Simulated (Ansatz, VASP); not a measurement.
# Two plane-wave programs on Ti

POSCAR

```
Ti
1.0
    0.0380625000      2.0300000000      2.0300000000
    2.0300000000      0.0380625000      2.0300000000
    2.0680625000      2.0680625000      0.0000000000
Ti
1
Direct
    0.0000000000      0.0000000000      0.0000000000
```

INCAR.step1

```
ALGO = Normal
EDIFF = 1E-4
ENCUT = 520
GGA = PE
ISMEAR = 0
LASPH = T
LCHARG = F
LREAL = F
LWAVE = T
NBANDS = 12
NELM = 60
PREC = Accurate
SIGMA = 0.15
```

The input INCAR.step2:

```
ALGO = Normal
EDIFF = 1E-7
ENCUT = 520
ISIF = 2
ISMEAR = 0
ISTART = 1
LASPH = T
LCHARG = T
LELF = T
LMIXTAU = T
LREAL = F
LVHAR = T
LWAVE = F
METAGGA = R2SCAN
NBANDS = 12
NELM = 60
PREC = Accurate
SIGMA = 0.15
```

KPOINTS

```
k-points
0
Gamma
  20 20 20
```

Input for Ansatz:

```yaml
crystal:
  lattice:
    - [0.0380625, 2.03, 2.03]
    - [2.03, 0.0380625, 2.03]
    - [2.0680625, 2.0680625, 0.0]
  atoms:
    - { symbol: Ti, position: [0.0, 0.0, 0.0] }
basis:
  ecutwfc: 500
kpoints:
  mp_grid: { grid: [20, 20, 20] }
hamiltonian:
  xc: r2scan
scf:
  occupations: { method: gaussian, width: 0.15 }
output:
  forces: true
  stress: true
  eigenvalues: true
```

Change from the starting cell: strain +0.0375 x Voigt [0, 0, 0, 0, 0, 1], atoms carried along.

Alike in both runs: task single point; functional r2SCAN; k mesh 20 × 20 × 20; occupations gaussian, width 0.15 eV; no spin polarisation.

```csv
,VASP,Ansatz
version,VASP 6.6.1,Ansatz 0.2.0
potentials or method,"VASP PAW PBE potentials, release 64 (Ti_sv), cutoff 520 eV","scalar-relativistic, plane waves, PAW"
valence electrons in the cell,12,12
```

Ansatz gave:

```
gap on the k mesh at the Fermi level (eV)                     : none
pressure (GPa)                                                : 4.5
traceless stress, the component that is largest in VASP (GPa) : -2.59
```

Question: Estimate VASP's values.

Answer: gap on the k mesh at the Fermi level (eV): none; pressure (GPa): 4.9; traceless stress, the component that is largest in VASP (GPa): -2.60.

VASP's potentials were made for PBE, not for r2SCAN. A gap of «none» marks a metal or a gap that the smearing closes. The functional is the same, so the differences come from potentials, cutoffs and numerics.
